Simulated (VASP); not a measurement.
# CuF in VASP: notebook

CuF is run at these levels: HF, PBEsol-based screened hybrid; tasks: single point.

Everything below comes from runs of VASP 6.6.1. Logs are shortened: lines on timing, memory, paths and dates and some standing lists are left out, and cuts for length are marked.

## Step 1: The cell of the first run

The typed cell holds 2 atoms: a = 2.852 Å, b = 2.852 Å, c = 2.852 Å, α = 90.00°, β = 90.00°, γ = 90.00°.

## Step 2: Single point, HF

The input, POSCAR:

```
CuF
1.0
    2.8524987614      0.0000000000      0.0000000000
    0.0000000000      2.8524987614      0.0000000000
    0.0000000000      0.0000000000      2.8518462629
Cu F
1 1
Direct
    0.0000000000      0.0000000000      0.0000000000
    0.5000000000      0.5000000000      0.5000000000
```

The input, INCAR.step1:

```
PREC     = Accurate       # precision mode
ENCUT    = 520            # plane-wave cutoff, eV
EDIFF    = 1E-5           # SCF threshold, eV
ISMEAR   = -1             # smearing method
SIGMA    = 0.05           # smearing width, eV
LREAL    = False          # projectors in reciprocal space
LASPH    = True           # aspherical terms in the spheres
NELM     = 80             # most SCF steps
ALGO     = Normal         # electronic algorithm
ISIF     = 2              # what is computed and relaxed
LWAVE    = True           # write WAVECAR
LCHARG   = False          # write CHGCAR
NBANDS   = 16             # bands
GGA      = PE             # functional
```

The input, INCAR.step2:

```
PREC     = Accurate       # precision mode
ENCUT    = 520            # plane-wave cutoff, eV
EDIFF    = 1E-7           # SCF threshold, eV
ISMEAR   = -1             # smearing method
SIGMA    = 0.05           # smearing width, eV
LREAL    = False          # projectors in reciprocal space
LASPH    = True           # aspherical terms in the spheres
NELM     = 80             # most SCF steps
ALGO     = Normal         # electronic algorithm
ISIF     = 2              # what is computed and relaxed
LWAVE    = False          # write WAVECAR
LCHARG   = False          # write CHGCAR
GGA      = PE             # functional
LHFCALC  = True           # exact exchange
AEXX     = 1.0            # exact-exchange fraction
ALDAC    = 0.0          
AGGAC    = 0.0          
PRECFOCK = Normal       
NBANDS   = 16             # bands
ISTART   = 1
```

The input, KPOINTS:

```
regular mesh
0
Gamma
  6 6 4
```

Potentials or basis: VASP PAW PBE potentials, release 64 (Cu, F).

On the command line:

```
cat potpaw_PBE.64/Cu/POTCAR potpaw_PBE.64/F/POTCAR > POTCAR
cp INCAR.step1 INCAR
mpirun -np 1 vasp_std > vasp.out
cp INCAR.step2 INCAR
mpirun -np 1 vasp_std > vasp.out
```

OUTCAR:

```text
PREC = Accurate
   ENCUT = 520
   EDIFF = 1E-7
   ISMEAR = -1
   LREAL = False
   LASPH = True
   NELM = 80
   ISIF = 2
   GGA = PE
   LHFCALC = True
   AEXX = 1.0
   PRECFOCK = Normal
   ISTART = 1

 ion  position               nearest neighbor table
   1  0.000  0.000  0.000-
   2  0.500  0.500  0.500-

  LATTYP: Found a simple tetragonal cell.
 ALAT       =     2.8524987614
 C/A-ratio  =     0.9997712537

  Lattice vectors:

 A1 = (   2.8524987614,   0.0000000000,   0.0000000000)
 A2 = (   0.0000000000,   2.8524987614,   0.0000000000)
 A3 = (   0.0000000000,   0.0000000000,   2.8518462629)

Analysis of symmetry for initial positions (statically):
=====================================================================
 Subroutine PRICEL returns:
 Original cell was already a primitive cell.

 Routine SETGRP: Setting up the symmetry group for a
 simple tetragonal supercell.

 Subroutine GETGRP returns: Found 16 space group operations
 (whereof 16 operations were pure point group operations)
 out of a pool of 16 trial point group operations.

The static configuration has the point symmetry D_4h.

Analysis of symmetry for dynamics (positions and initial velocities):
=====================================================================
 Subroutine PRICEL returns:
 Original cell was already a primitive cell.

 Routine SETGRP: Setting up the symmetry group for a
 simple tetragonal supercell.

 Subroutine GETGRP returns: Found 16 space group operations
 (whereof 16 operations were pure point group operations)
 out of a pool of 16 trial point group operations.

The dynamic configuration has the point symmetry D_4h.

 Subroutine INISYM returns: Found 16 space group operations
 (whereof 16 operations are pure point group operations),
 and found     1 'primitive' translations

----------------------------------------------------------------------------------------

                                     Primitive cell

  volume of cell :      23.2048

  direct lattice vectors                    reciprocal lattice vectors
     2.852498761  0.000000000  0.000000000     0.350569828  0.000000000  0.000000000
     0.000000000  2.852498761  0.000000000     0.000000000  0.350569828  0.000000000
     0.000000000  0.000000000  2.851846263     0.000000000  0.000000000  0.350650038

  length of vectors
     2.852498761  2.852498761  2.851846263     0.350569828  0.350569828  0.350650038

  position of ions in fractional coordinates (direct lattice)
     0.000000000  0.000000000  0.000000000
     0.500000000  0.500000000  0.500000000

  ion indices of the primitive-cell ions
   primitive index   ion index
                 1           1
                 2           2

----------------------------------------------------------------------------------------

 KPOINTS: regular mesh

Automatic generation of k-mesh.
 Grid dimensions read from file:
 generate k-points for:    6    6    4

 Generating k-lattice:

  Cartesian coordinates                     Fractional coordinates (reciprocal lattice)
     0.058428305  0.000000000  0.000000000     0.166666667  0.000000000  0.000000000
     0.000000000  0.058428305  0.000000000     0.000000000  0.166666667  0.000000000
     0.000000000  0.000000000  0.087662509     0.000000000  0.000000000  0.250000000

  Length of vectors
     0.058428305  0.058428305  0.087662509

  Shift w.r.t. Gamma in fractional coordinates (k-lattice)
     0.000000000  0.000000000  0.000000000

 Subroutine IBZKPT returns following result:
 ===========================================

 Found     30 irreducible k-points:

 Following reciprocal coordinates:
            Coordinates               Weight
  0.000000  0.000000  0.000000      1.000000
  0.166667  0.000000  0.000000      4.000000
  0.333333  0.000000  0.000000      4.000000
  0.500000  0.000000  0.000000      2.000000
  0.166667  0.166667  0.000000      4.000000
  0.333333  0.166667  0.000000      8.000000
[... 16 lines left out ...]
  0.333333  0.000000  0.500000      4.000000
  0.500000  0.000000  0.500000      2.000000
 [... further k-points ...]
   k-points           NKPTS =     30   k-points in BZ     NKDIM =    144   number of bands    NBANDS=     16
   number of dos      NEDOS =    301   number of ions     NIONS =      2
   total plane-waves  NPLWV =  13824
   dimension x,y,z NGX =    24 NGY =   24 NGZ =   24
   dimension x,y,z NGXF=    48 NGYF=   48 NGZF=   48
   ions per type =               1   1
   NGX,Y,Z   is equivalent  to a cutoff of  13.99, 13.99, 13.99 a.u.
   NGXF,Y,Z  is equivalent  to a cutoff of  27.97, 27.97, 27.98 a.u.
 SYSTEM =  unknown system
   PREC   = accura    normal or accurate (medium, high low for compatibility)
   ISTART =      1    job   : 0-new  1-cont  2-samecut
   ICHARG =      0    charge: 1-file 2-atom 10-const
   ISPIN  =      1    spin polarized calculation?
   LNONCOLLINEAR =      F non collinear calculations
   LSORBIT =      F    spin-orbit coupling
   LASPH  =      T    aspherical Exc in radial PAW
   ENCUT  =  520.0 eV  38.22 Ry    6.18 a.u.   5.30  5.30  5.30*2*pi/ulx,y,z
   NELM   =     80;   NELMIN=  2; NELMDL=  0     # of ELM steps
   EDIFF  = 0.1E-06   stopping-criterion for ELM
   LREAL  =      F    real-space projection
   EDIFFG = 0.1E-05   stopping-criterion for IOM
   NSW    =      0    number of steps for IOM
   IBRION =     -1    ionic relax: 0-MD 1-quasi-New 2-CG
   NFREE  =      0    steps in history (QN), initial steepest desc. (CG)
   ISIF   =      2    stress and relaxation
   ISYM   =      3    0-nonsym 1-usesym 2-fastsym
   POTIM  = 0.5000    time-step for ionic-motion
   TEBEG  =    0.0;   TEEND  =   0.0 temperature during run
   PSTRESS=    0.0 pullay stress
   NELECT =      18.0000    total number of electrons
   NUPDOWN=      -1.0000    fix difference up-down
   EMIN   =  10.00;   EMAX   =-10.00  energy-range for DOS
   EFERMI =   0.00;   METHOD = LEGACY
   ISMEAR =    -1;   SIGMA  =   0.05  broadening in eV -4-tet -1-fermi 0-gaus
   EFERMI_NEDOS =   21; number of points for ismear=-14 and -15
   IALGO  =     38    algorithm
   IMIX   =      1    mixing-type and parameters
     AMIX     =   0.40;   BMIX     =  1.00
     AMIX_MAG =   1.60;   BMIX_MAG =  1.00
  volume/ion in A,a.u.               =      11.60        78.30
  Fermi-wavevector in a.u.,A,eV,Ry     =   1.504204  2.842533 30.784933  2.262629
  Thomas-Fermi vector in A             =   2.615214
   LORBIT       =      0    0 simple, 1 ext, 2 COOP (PROOUT), +10 PAW based schemes
   GGA     = PE    functional components
   LHFCALC =     T    Hartree Fock is set to
   PRECFOCK=normal    Normal, Fast or Accurate (Low or Medium for compatibility)
   ENCUT4O =  -1.0   cutoff for four orbital integrals eV
   NKREDX  =     1    reduce k-point grid by
   NKREDY  =     1    reduce k-point grid by
   NKREDZ  =     1    reduce k-point grid by
   AEXX    =    1.0000 exact exchange contribution
   HFSCREEN=    0.0000 screening length (either q_TF or 0.3 A-1)
   HFSCREENC=   0.0000 screening length for correlation (either q_TF or 0.3 A-1)
   ENCUTFOCK=  -1.0 apply spherical cutoff to Coloumb kernel
   IVDW    =     0    specifies the selected vdW correction
   LEPSILON=     F    determine dielectric tensor
   LRPA    =     F    only Hartree local field effects (RPA)
 non-spin polarized calculation
  energy-cutoff  :      520.00
  volume of cell :       23.20
 maximum number of plane-waves:       647
 NGX is ok and might be reduce to    24
  NGX = 16; NGY = 16; NGZ = 16

 number of electron      17.9999995 magnetization

 Free energy of the ion-electron system (eV)
  ---------------------------------------------------
  ext. energy  EPLUGINS =         0.00000000
  ---------------------------------------------------
  free energy    TOTEN  =       -16.32554861 eV

  energy without entropy =      -16.32554861  energy(sigma->0) =      -16.32554861

 E-fermi :  -2.6696     XC(G=0):   0.0000

 val. band max:       -3.7426611070   @ k =   0.5000   0.5000   0.5000
 cond. band min:       7.6259314998   @ k =   0.0000   0.0000   0.0000
 fundamental gap:     11.3685926069
 Fermi energy:        -2.6695761776

 k-point     1 :       0.0000    0.0000    0.0000
  band No.  band energies     occupation
      1     -32.8135      2.00000
      2      -7.2410      2.00000
      3      -7.2198      2.00000
      4      -7.2198      2.00000
      5      -5.5579      2.00000
      6      -5.5562      2.00000
[... 8 lines left out ...]
     15      27.1853      0.00000
     16      40.9876      0.00000

 k-point     2 :       0.1667    0.0000    0.0000
  band No.  band energies     occupation
      1     -32.7361      2.00000
      2      -8.1376      2.00000
      3      -7.3617      2.00000
      4      -7.3449      2.00000
      5      -5.5207      2.00000
      6      -5.1266      2.00000
[... 8 lines left out ...]
     15      29.6876      0.00000
     16      35.8598      0.00000

 k-point     3 :       0.3333    0.0000    0.0000
  band No.  band energies     occupation
      1     -32.5772      2.00000
      2      -9.5517      2.00000
      3      -7.5772      2.00000
      4      -7.5659      2.00000
      5      -5.4464      2.00000
      6      -4.5390      2.00000
[... 8 lines left out ...]
     15      32.0645      0.00000
     16      33.4621      0.00000

 k-point     4 :       0.5000    0.0000    0.0000
  band No.  band energies     occupation
      1     -32.4954      2.00000
      2     -10.1553      2.00000
      3      -7.6753      2.00000
      4      -7.6658      2.00000
      5      -5.4089      2.00000
      6      -4.5292      2.00000
[... 8 lines left out ...]
     15      30.3379      0.00000
     16      36.3870      0.00000
[... 324 lines left out ...]
 k-point    22 :       0.1667    0.0000    0.5000
  band No.  band energies     occupation
      1     -32.4369      2.00000
      2      -9.9170      2.00000
      3      -8.0158      2.00000
      4      -7.4938      2.00000
      5      -5.2563      2.00000
      6      -4.6197      2.00000
[... 8 lines left out ...]
     15      32.8069      0.00000
     16      34.0026      0.00000

 k-point    23 :       0.3333    0.0000    0.5000
  band No.  band energies     occupation
      1     -32.3183      2.00000
      2      -9.4030      2.00000
      3      -8.7504      2.00000
      4      -7.0715      2.00000
      5      -5.0723      2.00000
      6      -5.0229      2.00000
[... 8 lines left out ...]
     15      33.7637      0.00000
     16      33.9624      0.00000

 k-point    24 :       0.5000    0.0000    0.5000
  band No.  band energies     occupation
      1     -32.2577      2.00000
      2      -9.1252      2.00000
      3      -9.1193      2.00000
      4      -6.7903      2.00000
      5      -5.2554      2.00000
      6      -5.0649      2.00000
[... 8 lines left out ...]
     15      33.1583      0.00000
     16      33.1591      0.00000

 [... further k-points ...]

------------------------ aborting loop because EDIFF is reached ----------------------------------------

  FORCE on cell =-STRESS in cart. coord.  units (eV):
  Direction    XX          YY          ZZ          XY          YZ          ZX
  --------------------------------------------------------------------------------------
  -------------------------------------------------------------------------------------
  Total        0.0428200      0.0428200      0.0467585      0.0000000     -0.0000000      0.0000000
  in kB        2.9565155      2.9565155      3.2284484      0.0000000     -0.0000000      0.0000000
  external PRESSURE =       3.0471598 kB  Pullay stress =       0.0000000 kB

 VOLUME and BASIS-vectors are now :
 -----------------------------------------------------------------------------
  energy-cutoff  :      520.00
  volume of cell :       23.20
      direct lattice vectors                 reciprocal lattice vectors
     2.852498761  0.000000000  0.000000000     0.350569828  0.000000000  0.000000000
     0.000000000  2.852498761  0.000000000     0.000000000  0.350569828  0.000000000
     0.000000000  0.000000000  2.851846263     0.000000000  0.000000000  0.350650038

 POSITION                                       TOTAL-FORCE (eV/Angst)
 -----------------------------------------------------------------------------------
      0.00000      0.00000      0.00000         0.000000      0.000000      0.000000
      1.42625      1.42625      1.42592         0.000000      0.000000      0.000000
 -----------------------------------------------------------------------------------
    total drift:                                0.000000     -0.000000     -0.000000

  FREE ENERGIE OF THE ION-ELECTRON SYSTEM (eV)
  ---------------------------------------------------
  free  energy   TOTEN  =       -16.3255486141 eV

  energy  without entropy=      -16.3255486140  energy(sigma->0) =      -16.32554861
```

It took 10 min on 1 thread of Intel Xeon 6975P-C (Granite Rapids), shared host; peak memory 0.15 GiB.

What came out:

```yaml
Free_energy: -16.3255 eV
Pressure: 0.3 GPa
Band_gap_on_the_k_mesh: 11.37 eV, indirect (least direct gap 12.19 eV)
```

Caveat: the k points lie up to 0.55 Å⁻¹ apart; the PAW data sets were made with another functional, which shifts forces and pressure a little. A k mesh can miss the band edges.

(Continued in part 2 of 2.)
